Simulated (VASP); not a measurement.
A run of VASP 6.6.1:

File INCAR:

```
  PREC = Accurate
  ENCUT = 600
  EDIFF = 1E-6
  ISMEAR = 0
  SIGMA = 0.1
  LREAL = False
  LASPH = True
  NELM = 100
  ALGO = Normal
  ISIF = 3
  LWAVE = False
  LCHARG = False
  GGA = PE
  IBRION = 2
  NSW = 100
  EDIFFG = -0.01
```

KPOINTS

```
regular mesh
0
Gamma
  12 12 8
```

Contents of POSCAR:

```
B3C2
1.0
    5.0644539219      0.0000000000      0.0000000000
   -2.5322269610      4.3859457527      0.0000000000
    0.0000000000      0.0000000000      4.5507103486
B C
3 2
Direct
    0.5000000000      0.0000000000      0.0000000000
    0.0000000000      0.5000000000      0.0000000000
    0.5000000000      0.5000000000      0.0000000000
    0.3333333333      0.6666666667      0.0000000000
    0.6666666667      0.3333333333      0.0000000000
```

Potentials or basis: VASP PAW PBE potentials, release 64 (B, C).

Command:

```bash
$ cat potpaw_PBE.64/B/POTCAR potpaw_PBE.64/C/POTCAR > POTCAR
$ mpirun -np 1 vasp_std > vasp.out
```

Hardware: 1 thread of AMD EPYC 7R13 Processor (Zen 3), on a shared host.

Problem. Estimate the wall time of this run.

Solution. Wall time 2.2 min on 1 thread of AMD EPYC 7R13 Processor (Zen 3), on a shared host, peak memory 0.29 GiB. Counts: scf iterations 23, k points 95, ion steps 3.
